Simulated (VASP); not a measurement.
# Au (P6_3/mmc) in VASP: notebook, part 3 of 3

VASP 6.6.1. Earlier steps stand in the parts before.

## 5. Single point, PBEsol

This run uses another cell than the first one, of 18.30 Å³/atom, 1.096 times its volume.

Input file INCAR:

```
ALGO = Normal ; EDIFF = 1E-6
ENCUT = 520 ; GGA = PS
ISIF = 2 ; ISMEAR = -1
LASPH = T ; LCHARG = F
LREAL = F ; LWAVE = F
NBANDS = 18 ; NELM = 80
PREC = Accurate ; SIGMA = 0.1
```

Input file KPOINTS:

```
k-points
0
Gamma
  11 11 6
```

Input file POSCAR:

```
Au
1.0
    2.9287147387      0.0000000000      0.0000000000
   -1.4643573694      2.5363416965      0.0000000000
    0.0000000000      0.0000000000      4.9283199742
Au
2
Direct
    0.3333333333      0.6666666667      0.7500000000
    0.6666666667      0.3333333333      0.2500000000
```

Potentials or basis: VASP PAW PBE potentials, release 64 (Au).

Started as:

```sh
$ cat potpaw_PBE.64/Au/POTCAR > POTCAR
$ mpirun -np 1 vasp_std > vasp.out
```

OUTCAR:

```text
EDIFF = 1E-6
   ENCUT = 520
   GGA = PS
   ISIF = 2
   ISMEAR = -1
   LASPH = T
   LREAL = F
   NELM = 80
   PREC = Accurate

 ion  position               nearest neighbor table
   1  0.333  0.667  0.750-   2 2.99   2 2.99   2 2.99   2 2.99   2 2.99   2 2.99
   2  0.667  0.333  0.250-   1 2.99   1 2.99   1 2.99   1 2.99   1 2.99   1 2.99

  LATTYP: Found a hexagonal cell.
 ALAT       =     2.9287147387
 C/A-ratio  =     1.6827586207

  Lattice vectors:

[... 192 lines left out ...]
      4       3.9146      2.00000
      5       3.9146      2.00000
      6       4.1874      2.00000
[... 481 lines left out ...]
      5       3.7331      2.00000
      6       4.1377      2.00000
[... 10 lines left out ...]
     17      23.8712      0.00000
     18      25.0178      0.00000

 [... further k-points ...]
[... 5 lines left out ...]
  --------------------------------------------------------------------------------------
  -------------------------------------------------------------------------------------
  Total       -2.3581587     -2.3581593     -2.3369939      0.0000000     -0.0000000      0.0000000
  in kB     -103.2047974   -103.2048244   -102.2785193      0.0000000     -0.0000000      0.0000000
  external PRESSURE =    -102.8960470 kB  Pullay stress =       0.0000000 kB

 VOLUME and BASIS-vectors are now :
 -----------------------------------------------------------------------------
  energy-cutoff  :      520.00
  volume of cell :       36.61
      direct lattice vectors                 reciprocal lattice vectors
     2.928714739  0.000000000  0.000000000     0.341446706  0.197134322  0.000000000
    -1.464357369  2.536341697  0.000000000     0.000000000  0.394268643  0.000000000
     0.000000000  0.000000000  4.928319974     0.000000000  0.000000000  0.202908903

 POSITION                                       TOTAL-FORCE (eV/Angst)
 -----------------------------------------------------------------------------------
     -0.00000      1.69089      3.69624        -0.000000     -0.000000      0.000000
      1.46436      0.84545      1.23208         0.000000      0.000000      0.000000
 -----------------------------------------------------------------------------------
    total drift:                               -0.000000      0.000000     -0.000000

  FREE ENERGIE OF THE ION-ELECTRON SYSTEM (eV)
  ---------------------------------------------------
  free  energy   TOTEN  =        -7.7610143790 eV

  energy  without entropy=       -7.7383109467  energy(sigma->0) =       -7.74966266
```

OSZICAR:

```text
N       E                     dE             d eps       ncg     rms          rms(c)
DAV:   1     0.120674691243E+03    0.12067E+03   -0.11652E+04  2312   0.118E+03
DAV:   2    -0.628231059719E+01   -0.12696E+03   -0.12086E+03  2428   0.256E+02
DAV:   3    -0.842273398838E+01   -0.21404E+01   -0.21294E+01  2744   0.335E+01
DAV:   4    -0.843187281821E+01   -0.91388E-02   -0.91380E-02  2548   0.233E+00
DAV:   5    -0.843195749735E+01   -0.84679E-04   -0.84678E-04  2596   0.239E-01    0.109E+01
DAV:   6    -0.779957591884E+01    0.63238E+00   -0.12739E+00  2380   0.102E+01    0.701E+00
DAV:   7    -0.776569852498E+01    0.33877E-01   -0.85327E-02  2516   0.254E+00    0.345E+00
DAV:   8    -0.776103177061E+01    0.46668E-02   -0.49128E-03  2418   0.568E-01    0.366E-01
DAV:   9    -0.776100616275E+01    0.25608E-04   -0.30212E-05  2602   0.468E-02    0.188E-02
DAV:  10    -0.776101464742E+01   -0.84847E-05   -0.27028E-06  2550   0.163E-02    0.906E-03
DAV:  11    -0.776101437900E+01    0.26843E-06   -0.92923E-08  1256   0.230E-03
   1 F= -.77610144E+01 E0= -.77496627E+01  d E =-.227034E-01
```

Wall time 22 s (1 thread of Intel Xeon 6975P-C, shared host); peak memory 0.18 GiB.

What came out:

| Property | Result |
| --- | --- |
| Free energy | -7.7610 eV |
| Pressure | -10.3 GPa |
| Band gap on the k mesh | zero (band 11 reaches 11.63 eV, above the bottom of band 12 at 5.62 eV) |

Stress tensor (GPa, compression positive):
```
-10.32   0.00   0.00
  0.00 -10.32   0.00
  0.00   0.00 -10.23
```

Caveat: the PAW data sets were made with another functional, which shifts forces and pressure a little; spin-orbit coupling is left out, which moves the levels of the heavy elements.

## 6. Single point, PBEsol

This run uses another cell than the first one, of 18.84 Å³/atom, 1.128 times its volume.

Input file INCAR:

```
SYSTEM = Au
ALGO     = Normal         ! electronic algorithm
EDIFF    = 1E-6           ! SCF threshold, eV
ENCUT    = 520            ! plane-wave cutoff, eV
GGA      = PS             ! functional
ISIF     = 2              ! what is computed and relaxed
ISMEAR   = -1             ! smearing method
LASPH    = .True.         ! aspherical terms in the spheres
LCHARG   = .True.         ! write CHGCAR
LELF     = .True.         ! ELF
LREAL    = .False.        ! projectors in reciprocal space
LVHAR    = .True.       
LWAVE    = .False.        ! write WAVECAR
NBANDS   = 18             ! bands
NELM     = 100            ! most SCF steps
PREC     = Accurate       ! precision mode
SIGMA    = 0.1            ! smearing width, eV
```

Input file KPOINTS:

```
k-points
0
Gamma
  11 11 6
  0 0 0
```

Input file POSCAR:

```
Au
1.0
    2.9568771850      0.0000000000      0.0000000000
   -1.4784385925      2.5607310936      0.0000000000
    0.0000000000      0.0000000000      4.9757105734
Au
2
Direct
    0.3333333333      0.6666666667      0.7500000000
    0.6666666667      0.3333333333      0.2500000000
```

Potentials or basis: VASP PAW PBE potentials, release 64 (Au).

Started as:

```sh
$ cat potpaw_PBE.64/Au/POTCAR > POTCAR
$ mpirun -np 1 vasp_std > vasp.out
```

It took 26 s on 1 thread of Intel Xeon 6975P-C, shared host; peak memory 0.18 GiB.

Results (log left out):

```yaml
Free_energy: -7.6834 eV
Pressure: -13.2 GPa
Band_gap_on_the_k_mesh: zero (band 11 reaches 11.09 eV, above the bottom of band 12 at 5.23 eV)
```

Stress tensor (GPa, compression positive):
```
-13.30   0.00   0.00
  0.00 -13.30   0.00
  0.00   0.00 -12.89
```

Levels at points of the mesh, in eV from the Fermi level:
```
           k point  band 7  band 8  band 9  band 10  band 11  band 12  band 13  band 14  band 15  band 16
(0.00, 0.00, 0.00)   -3.77   -3.17   -3.17    -2.02    -2.02    -0.71     2.22    14.63    15.58    16.64
(0.00, 0.00, 0.50)   -4.06   -4.06   -2.41    -2.41    -2.41    -2.41     9.94     9.94    14.89    14.89
```

Caveat: the PAW data sets were made with another functional, which shifts forces and pressure a little; spin-orbit coupling is left out, which moves the levels of the heavy elements.

## 7. Summary

| cell | gap on the mesh (eV) | pressure (GPa) |
| --- | --- | --- |
| a = 2.841, b = 2.841, c = 4.780 Å, angles 90.0, 90.0, 120.0°, 2 atoms | none | 3.3 |
| a = 2.871, b = 2.871, c = 4.831 Å, angles 90.0, 90.0, 120.0°, 2 atoms | none | -2.2 |
| a = 2.900, b = 2.900, c = 4.880 Å, angles 90.0, 90.0, 120.0°, 2 atoms | none | -6.7 |
| a = 2.929, b = 2.929, c = 4.928 Å, angles 90.0, 90.0, 120.0°, 2 atoms | none | -10.3 |
| a = 2.957, b = 2.957, c = 4.976 Å, angles 90.0, 90.0, 120.0°, 2 atoms | none | -13.2 |

Alike in all rows: task single point; level PBEsol; potentials or basis VASP PAW PBE potentials, release 64 (Au); no spin polarisation; k mesh 11 × 11 × 6; cutoff (eV) 520; smearing fermi-dirac 0.1 eV.

Caveats: the PAW data sets were made with another functional, which shifts forces and pressure a little; spin-orbit coupling is left out, which moves the levels of the heavy elements.

Absolute energies hang on the potentials; compare differences alone.
